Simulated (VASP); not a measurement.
**Al: single point with PBEsol**

Crystal: Al.

```
Al
1.0
     0.00000    2.00737    2.00737
     2.00737    0.00000    2.00737
     2.00737    2.00737    0.00000
Al
1
Cartesian
  0.0000 0.0000 0.0000
```

* Program: VASP 6.6.1
* Task: single point
* Functional: PBEsol
* Potentials or basis: VASP PAW PBE potentials, release 64 (Al)
* Cutoff: 520 eV
* k mesh: 28 × 28 × 28
* Occupations: gaussian, width 0.1 eV
* Spin: no spin polarisation
* Dipole correction: no
* Further INCAR settings: ALGO = Normal; EDIFF = 1e-06; NBANDS = 8

```yaml
Pressure: 0.1 GPa
```

Levels at points of the mesh, in eV from the Fermi level:
| k point | band 1 | band 2 | band 3 | band 4 | band 5 | band 6 |
| --- | --- | --- | --- | --- | --- | --- |
| (0.00, 0.00, 0.00) | -11.27 | 12.71 | 12.71 | 12.71 | 14.35 | 14.35 |
| (0.50, 0.00, 0.00) | -4.67 | -4.40 | 11.53 | 11.53 | 11.61 | 11.61 |
| (0.50, 0.50, 0.00) | -2.97 | -1.61 | 5.26 | 5.68 | 5.68 | 9.24 |

It took 2.8 min on 1 thread of AMD EPYC 7R13, with other jobs on the host, peak memory 0.16 GiB.

Caveat: the PAW data sets were made with another functional, which shifts forces and pressure a little.
